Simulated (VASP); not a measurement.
Runs of VASP 6.6.1 on Co. The structure is that of space group P6_3/mmc (No. 194), or close to it. The cells are those of the table. 

```tsv
fixed moment (μB)	cell	pressure (GPa)	moment (μB)
3.3	a = 2.561, b = 2.561, c = 4.141 Å, angles 90.0, 90.0, 120.0°, 2 atoms	-14.5	3.30
1.65	a = 2.625, b = 2.625, c = 4.245 Å, angles 90.0, 90.0, 120.0°, 2 atoms	(a)	1.65
0.55	a = 2.561, b = 2.561, c = 4.141 Å, angles 90.0, 90.0, 120.0°, 2 atoms	-23.8	0.55
1.65	a = 2.561, b = 2.561, c = 4.141 Å, angles 90.0, 90.0, 120.0°, 2 atoms	-21.7	1.65
```

Alike in all rows: task single point; level PBE; potentials or basis VASP PAW PBE potentials, release 64 (Co); spin collinear, ferromagnetic start; k mesh 24 × 24 × 12; cutoff (eV) 520; smearing gaussian 0.15 eV.

Question: Fill in the values left out.

Answer: (a) -29.5.

Caveats: the cell stands under tension; the total moment is fixed, so each spin has its own Fermi level and the state may be an excited one.
